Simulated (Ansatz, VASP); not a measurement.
**K in VASP and in Ansatz**

INCAR

```
SYSTEM = K
PREC     = Accurate       ! precision mode
ENCUT    = 600            ! plane-wave cutoff, eV
EDIFF    = 1E-6           ! SCF threshold, eV
ISMEAR   = -1             ! smearing method
SIGMA    = 0.1            ! smearing width, eV
LREAL    = .FALSE.        ! projectors in reciprocal space
LASPH    = .TRUE.         ! aspherical terms in the spheres
NELM     = 80             ! most SCF steps
ALGO     = Normal         ! electronic algorithm
ISIF     = 3              ! what is computed and relaxed
LWAVE    = .FALSE.        ! write WAVECAR
LCHARG   = .FALSE.        ! write CHGCAR
GGA      = RP             ! functional
IBRION   = 2              ! ionic algorithm
NSW      = 80             ! ionic steps
EDIFFG   = -0.01          ! ionic threshold
```

KPOINTS

```
Automatic mesh
0
G
  5 5 7
  0 0 0
```

Contents of POSCAR:

```
K
1.0
    7.3867433931      0.0000000000      0.0000000000
   -3.6933716966      6.3971074297      0.0000000000
    0.0000000000      0.0000000000      4.5280737000
K
3
Direct
    0.0000000000      0.0000000000      0.0000000000
    0.3333333333      0.6666666667      0.5000000000
    0.6666666667      0.3333333333      0.5000000000
```

Input for Ansatz:

```yaml
crystal:
  lattice:
    - [7.3867433931, 0.0, 0.0]
    - [-3.6933716966, 6.3971074297, 0.0]
    - [0.0, 0.0, 4.5280737]
  atoms:
    - { symbol: K, position: [0.0, 0.0, 0.0] }
    - { symbol: K, position: [0.3333333333, 0.6666666667, 0.5] }
    - { symbol: K, position: [0.6666666667, 0.3333333333, 0.5] }
hamiltonian:
  xc: rpbe
  pseudopotentials:
    kind: paw
    azcp:
      K: "pseudopotentials/K.paw.azcp"
basis:
  ecutwfc: 420
  fft_grid_basis: typed
kpoints:
  mp_grid: { grid: [5, 5, 7], shift: [0, 0, 0] }
magnetization:
  spin_polarized: false
scf:
  occupations: { method: fermi_dirac, width: 0.1 }
relax:
  max_steps: 60
  f_tol: 0.01
  cell: {}
```

Alike in both runs: task relaxation of cell and atoms; functional RPBE; k mesh 5 × 5 × 7; occupations fermi-dirac, width 0.1 eV; no spin polarisation.

```csv
,VASP,Ansatz
version,VASP 6.6.1,Ansatz 0.2.0
potentials or method,"VASP PAW PBE potentials, release 64 (K_sv), cutoff 600 eV","plane waves (420 eV) with PAW, scalar-relativistic"
valence electrons in the cell,27,27
```

VASP gave:

```
relaxed volume (Å³/atom)                                     : 81.10
relaxed cell length with the largest relative difference (Å) : 7.786
```

Q: What did Ansatz give for the same quantities?

A: Relaxed volume (Å³/atom): 81.28; relaxed cell length with the largest relative difference (Å): 7.797.

VASP's potentials were made for PBE, not for RPBE.
